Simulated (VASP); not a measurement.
# AlN (P6_3mc) in VASP: single point with HSE06

Aim: the single point of AlN with HSE06.

All numbers are computed with VASP 6.6.1; they aren't measurements. Logs are shortened: lines on timing, memory, paths and dates and some standing lists are left out, and cuts for length are marked.

## 1. The cell of the first run

Symmetry: P6_3mc, No. 186, hexagonal system. Conventional cell: a = 3.250 Å, b = 3.250 Å, c = 4.826 Å, α = 90.00°, β = 90.00°, γ = 120.00°. Al (site symmetry 3m) has 4 N at 1.91 to 1.94 Å within 2.5 Å. Within 2.5 Å of N (site symmetry 3m) lie 4 Al at 1.91 to 1.94 Å.

## 2. Single point, HSE06

Contents of POSCAR:

```
AlN
1.0
    3.2500000000      0.0000000000      0.0000000000
   -1.6250000000      2.8145825623      0.0000000000
    0.0000000000      0.0000000000      4.8261117923
Al N
2 2
Direct
    0.3333333333      0.6666666667     -0.0082859907
    0.6666666667      0.3333333333      0.4917140093
    0.3333333333      0.6666666667      0.3882859907
    0.6666666667      0.3333333333      0.8882859907
```

Contents of INCAR.step1:

```
SYSTEM = AlN
PREC     = Accurate       ! precision mode
ENCUT    = 520            ! plane-wave cutoff, eV
EDIFF    = 1E-5           ! SCF threshold, eV
ISMEAR   = 0              ! smearing method
SIGMA    = 0.01           ! smearing width, eV
LREAL    = .False.        ! projectors in reciprocal space
LASPH    = .True.         ! aspherical terms in the spheres
NELM     = 60             ! most SCF steps
ALGO     = Normal         ! electronic algorithm
ISIF     = 2              ! what is computed and relaxed
LWAVE    = .True.         ! write WAVECAR
LCHARG   = .False.        ! write CHGCAR
GGA      = PE             ! functional
NBANDS   = 16             ! bands
```

Contents of INCAR.step2:

```
SYSTEM = AlN
PREC     = Accurate       ! precision mode
ENCUT    = 520            ! plane-wave cutoff, eV
EDIFF    = 1E-6           ! SCF threshold, eV
ISMEAR   = 0              ! smearing method
SIGMA    = 0.01           ! smearing width, eV
LREAL    = .False.        ! projectors in reciprocal space
LASPH    = .True.         ! aspherical terms in the spheres
NELM     = 60             ! most SCF steps
ALGO     = Normal         ! electronic algorithm
ISIF     = 2              ! what is computed and relaxed
LWAVE    = .False.        ! write WAVECAR
LCHARG   = .False.        ! write CHGCAR
GGA      = PE             ! functional
LHFCALC  = .True.         ! exact exchange
HFSCREEN = 0.2079         ! screening, 1/A
PRECFOCK = Normal       
ISTART   = 1            
NBANDS   = 16             ! bands
```

Contents of KPOINTS:

```
Automatic mesh
0
Gamma
  6 6 4
  0 0 0
```

Potentials or basis: VASP PAW PBE potentials, release 64 (Al, N).

The run is started by

```
cat potpaw_PBE.64/Al/POTCAR potpaw_PBE.64/N/POTCAR > POTCAR
cp INCAR.step1 INCAR
mpirun -np 1 vasp_std > vasp.out
cp INCAR.step2 INCAR
mpirun -np 1 vasp_std > vasp.out
```

OUTCAR:

```text
SYSTEM = AlN
   PREC = Accurate
   ENCUT = 520
   EDIFF = 1E-6
   ISMEAR = 0
   LREAL = .False.
   LASPH = .True.
   NELM = 60
   ISIF = 2
   GGA = PE
   LHFCALC = .True.
   HFSCREEN = 0.2079
   PRECFOCK = Normal
   ISTART = 1

 ion  position               nearest neighbor table
   1  0.333  0.667  0.992-   3 1.91   4 1.94   4 1.94   4 1.94   2 3.06   2 3.06   2 3.06   2 3.06
                             2 3.06   2 3.06
   2  0.667  0.333  0.492-   4 1.91   3 1.94   3 1.94   3 1.94   1 3.06   1 3.06   1 3.06   1 3.06
                             1 3.06   1 3.06
   3  0.333  0.667  0.388-   1 1.91   2 1.94   2 1.94   2 1.94
   4  0.667  0.333  0.888-   2 1.91   1 1.94   1 1.94   1 1.94

  LATTYP: Found a hexagonal cell.
 ALAT       =     3.2500000000
 C/A-ratio  =     1.4849574746

  Lattice vectors:

 A1 = (   3.2500000000,   0.0000000000,   0.0000000000)
 A2 = (  -1.6250000000,   2.8145825623,   0.0000000000)
 A3 = (   0.0000000000,   0.0000000000,   4.8261117923)

Analysis of symmetry for initial positions (statically):
=====================================================================
 Subroutine PRICEL returns:
 Original cell was already a primitive cell.

 Routine SETGRP: Setting up the symmetry group for a
 hexagonal supercell.

 Subroutine GETGRP returns: Found 12 space group operations
 (whereof  6 operations were pure point group operations)
 out of a pool of 24 trial point group operations.

The static configuration has the point symmetry C_3v.
 The point group associated with its full space group is C_6v.

Analysis of symmetry for dynamics (positions and initial velocities):
=====================================================================
 Subroutine PRICEL returns:
 Original cell was already a primitive cell.

 Routine SETGRP: Setting up the symmetry group for a
 hexagonal supercell.

 Subroutine GETGRP returns: Found 12 space group operations
 (whereof  6 operations were pure point group operations)
 out of a pool of 24 trial point group operations.

The dynamic configuration has the point symmetry C_3v.
 The point group associated with its full space group is C_6v.

 Subroutine INISYM returns: Found 12 space group operations
 (whereof  6 operations are pure point group operations),
 and found     1 'primitive' translations

----------------------------------------------------------------------------------------

                                     Primitive cell

  volume of cell :      44.1463

  direct lattice vectors                    reciprocal lattice vectors
     3.250000000  0.000000000  0.000000000     0.307692308  0.177646237  0.000000000
    -1.625000000  2.814582562  0.000000000     0.000000000  0.355292473  0.000000000
     0.000000000  0.000000000  4.826111792     0.000000000  0.000000000  0.207206141

  length of vectors
     3.250000000  3.250000000  4.826111792     0.355292473  0.355292473  0.207206141

  position of ions in fractional coordinates (direct lattice)
     0.333333333  0.666666667  0.991714009
     0.666666667  0.333333333  0.491714009
     0.333333333  0.666666667  0.388285991
     0.666666667  0.333333333  0.888285991

  ion indices of the primitive-cell ions
   primitive index   ion index
                 1           1
                 2           2
                 3           3
                 4           4

----------------------------------------------------------------------------------------

 KPOINTS: Automatic mesh

Automatic generation of k-mesh.
 Grid dimensions read from file:
 generate k-points for:    6    6    4

 Generating k-lattice:

  Cartesian coordinates                     Fractional coordinates (reciprocal lattice)
     0.051282051  0.029607706  0.000000000     0.166666667  0.000000000  0.000000000
     0.000000000  0.059215412  0.000000000     0.000000000  0.166666667  0.000000000
     0.000000000  0.000000000  0.051801535     0.000000000  0.000000000  0.250000000

  Length of vectors
     0.059215412  0.059215412  0.051801535

  Shift w.r.t. Gamma in fractional coordinates (k-lattice)
     0.000000000  0.000000000  0.000000000

 Subroutine IBZKPT returns following result:
 ===========================================

 Found     21 irreducible k-points:

 Following reciprocal coordinates:
            Coordinates               Weight
  0.000000  0.000000  0.000000      1.000000
  0.166667 -0.000000  0.000000      6.000000
  0.333333 -0.000000  0.000000      6.000000
  0.500000 -0.000000  0.000000      3.000000
  0.166667  0.166667  0.000000      6.000000
  0.333333  0.166667  0.000000     12.000000
[... 13 lines left out ...]
  0.333333  0.166667  0.500000     12.000000
  0.333333  0.333333  0.500000      2.000000
   k-points           NKPTS =     21   k-points in BZ     NKDIM =    144   number of bands    NBANDS=     16
   number of dos      NEDOS =    301   number of ions     NIONS =      4
   total plane-waves  NPLWV =  20736
   dimension x,y,z NGX =    24 NGY =   24 NGZ =   36
   dimension x,y,z NGXF=    48 NGYF=   48 NGZF=   72
   ions per type =               2   2
   NGX,Y,Z   is equivalent  to a cutoff of  12.28, 12.28, 12.40 a.u.
   NGXF,Y,Z  is equivalent  to a cutoff of  24.55, 24.55, 24.80 a.u.
 SYSTEM =  AlN
   PREC   = accura    normal or accurate (medium, high low for compatibility)
   ISTART =      1    job   : 0-new  1-cont  2-samecut
   ICHARG =      0    charge: 1-file 2-atom 10-const
   ISPIN  =      1    spin polarized calculation?
   LNONCOLLINEAR =      F non collinear calculations
   LSORBIT =      F    spin-orbit coupling
   LASPH  =      T    aspherical Exc in radial PAW
   ENCUT  =  520.0 eV  38.22 Ry    6.18 a.u.   6.04  6.04  8.97*2*pi/ulx,y,z
   NELM   =     60;   NELMIN=  2; NELMDL=  0     # of ELM steps
   EDIFF  = 0.1E-05   stopping-criterion for ELM
   LREAL  =      F    real-space projection
   EDIFFG = 0.1E-04   stopping-criterion for IOM
   NSW    =      0    number of steps for IOM
   IBRION =     -1    ionic relax: 0-MD 1-quasi-New 2-CG
   NFREE  =      0    steps in history (QN), initial steepest desc. (CG)
   ISIF   =      2    stress and relaxation
   ISYM   =      3    0-nonsym 1-usesym 2-fastsym
   POTIM  = 0.5000    time-step for ionic-motion
   TEBEG  =    0.0;   TEEND  =   0.0 temperature during run
   PSTRESS=    0.0 pullay stress
   NELECT =      16.0000    total number of electrons
   NUPDOWN=      -1.0000    fix difference up-down
   EMIN   =  10.00;   EMAX   =-10.00  energy-range for DOS
   EFERMI =   0.00;   METHOD = LEGACY
   ISMEAR =     0;   SIGMA  =   0.01  broadening in eV -4-tet -1-fermi 0-gaus
   EFERMI_NEDOS =   21; number of points for ismear=-14 and -15
   IALGO  =     38    algorithm
   IMIX   =      1    mixing-type and parameters
     AMIX     =   0.40;   BMIX     =  1.00
     AMIX_MAG =   1.60;   BMIX_MAG =  1.00
  volume/ion in A,a.u.               =      11.04        74.48
  Fermi-wavevector in a.u.,A,eV,Ry     =   1.167212  2.205712 18.536372  1.362385
  Thomas-Fermi vector in A             =   2.303716
   LORBIT       =      0    0 simple, 1 ext, 2 COOP (PROOUT), +10 PAW based schemes
   GGA     = PE    functional components
   LHFCALC =     T    Hartree Fock is set to
   PRECFOCK=normal    Normal, Fast or Accurate (Low or Medium for compatibility)
   ENCUT4O =  -1.0   cutoff for four orbital integrals eV
   NKREDX  =     1    reduce k-point grid by
   NKREDY  =     1    reduce k-point grid by
   NKREDZ  =     1    reduce k-point grid by
   AEXX    =    0.2500 exact exchange contribution
   HFSCREEN=    0.2079 screening length (either q_TF or 0.3 A-1)
   HFSCREENC=   0.2079 screening length for correlation (either q_TF or 0.3 A-1)
   ENCUTFOCK=  -1.0 apply spherical cutoff to Coloumb kernel
   IVDW    =     0    specifies the selected vdW correction
   LEPSILON=     F    determine dielectric tensor
   LRPA    =     F    only Hartree local field effects (RPA)
 non-spin polarized calculation
 Gauss-broadening in eV      SIGMA  =   0.01
  energy-cutoff  :      520.00
  volume of cell :       44.15
 maximum number of plane-waves:      1206
  NGX = 20; NGY = 20; NGZ = 28

 number of electron      16.0000002 magnetization

 Free energy of the ion-electron system (eV)
  ---------------------------------------------------
  ext. energy  EPLUGINS =         0.00000000
  ---------------------------------------------------
  free energy    TOTEN  =       -34.64660972 eV

  energy without entropy =      -34.64660972  energy(sigma->0) =      -34.64660972

 E-fermi :   5.2315     XC(G=0):  -8.8105

 val. band max:        5.1678722799   @ k =   0.0000   0.0000   0.0000
 cond. band min:       9.7732046200   @ k =   0.0000   0.0000   0.0000
 fundamental gap:      4.6053323401
 Fermi energy:         5.2315412154

 k-point     1 :       0.0000    0.0000    0.0000
  band No.  band energies     occupation
      1     -11.6148      2.00000
      2      -9.1719      2.00000
      3      -1.2308      2.00000
      4       3.4650      2.00000
      5       3.4650      2.00000
      6       4.4262      2.00000
[... 8 lines left out ...]
     15      18.6497      0.00000
     16      20.0984      0.00000

 k-point     2 :       0.1667   -0.0000    0.0000
  band No.  band energies     occupation
      1     -11.2876      2.00000
      2      -9.0396      2.00000
      3      -0.8271      2.00000
      4       2.1191      2.00000
      5       3.0621      2.00000
      6       3.1685      2.00000
[... 8 lines left out ...]
     15      18.5325      0.00000
     16      18.5833      0.00000

 k-point     3 :       0.3333   -0.0000    0.0000
  band No.  band energies     occupation
      1     -10.4457      2.00000
      2      -8.8603      2.00000
      3       0.0117      2.00000
      4       0.2775      2.00000
      5       1.4090      2.00000
      6       2.4503      2.00000
[... 8 lines left out ...]
     15      18.5158      0.00000
     16      19.8488      0.00000
[... 305 lines left out ...]
 k-point    20 :       0.3333    0.1667    0.5000
  band No.  band energies     occupation
      1      -9.3432      2.00000
      2      -9.3432      2.00000
      3      -0.7526      2.00000
      4      -0.7526      2.00000
      5       1.9448      2.00000
      6       1.9448      2.00000
[... 8 lines left out ...]
     15      19.3937      0.00000
     16      19.3937      0.00000

 k-point    21 :       0.3333    0.3333    0.5000
  band No.  band energies     occupation
      1      -9.1525      2.00000
      2      -9.1525      2.00000
      3      -0.5372      2.00000
      4      -0.5372      2.00000
      5       0.8260      2.00000
      6       0.8260      2.00000
[... 8 lines left out ...]
     15      19.9787      0.00000
     16      19.9787      0.00000

------------------------ aborting loop because EDIFF is reached ----------------------------------------

  FORCE on cell =-STRESS in cart. coord.  units (eV):
  Direction    XX          YY          ZZ          XY          YZ          ZX
  --------------------------------------------------------------------------------------
  -------------------------------------------------------------------------------------
  Total       -5.2143892     -5.2143892     -0.3547474      0.0000000     -0.0000000      0.0000000
  in kB     -189.2427697   -189.2427697    -12.8746411      0.0000000     -0.0000000      0.0000000
  external PRESSURE =    -130.4533935 kB  Pullay stress =       0.0000000 kB

 VOLUME and BASIS-vectors are now :
 -----------------------------------------------------------------------------
  energy-cutoff  :      520.00
  volume of cell :       44.15
      direct lattice vectors                 reciprocal lattice vectors
     3.250000000  0.000000000  0.000000000     0.307692308  0.177646237  0.000000000
    -1.625000000  2.814582562  0.000000000     0.000000000  0.355292473  0.000000000
     0.000000000  0.000000000  4.826111792     0.000000000  0.000000000  0.207206141

 POSITION                                       TOTAL-FORCE (eV/Angst)
 -----------------------------------------------------------------------------------
     -0.00000      1.87639      4.78612         0.000000     -0.000000      0.061383
      1.62500      0.93819      2.37307        -0.000000      0.000000      0.061383
     -0.00000      1.87639      1.87391        -0.000000      0.000000     -0.061383
      1.62500      0.93819      4.28697         0.000000     -0.000000     -0.061383
 -----------------------------------------------------------------------------------
    total drift:                                0.000000      0.000000     -0.000056

  FREE ENERGIE OF THE ION-ELECTRON SYSTEM (eV)
  ---------------------------------------------------
  free  energy   TOTEN  =       -34.6466097151 eV

  energy  without entropy=      -34.6466097151  energy(sigma->0) =      -34.64660972
```

It took 42 min on 1 thread of Intel Xeon Platinum 8259CL at 2.50GHz (Skylake/Cascade Lake), shared host; peak memory 0.27 GiB.

What came out:

```
Free energy            : -34.6466 eV
Pressure               : -13.0 GPa
Largest force          : 0.061 eV/Å
Band gap on the k mesh : 4.61 eV
```

Forces on the atoms (eV/Å):
```
Al   0.000  0.000  0.061
Al   0.000  0.000  0.061
N    0.000  0.000 -0.061
N    0.000  0.000 -0.061
```

Caveat: the stress differs along the axes, from -19 to -1 GPa; the PAW data sets were made with another functional, which shifts forces and pressure a little.
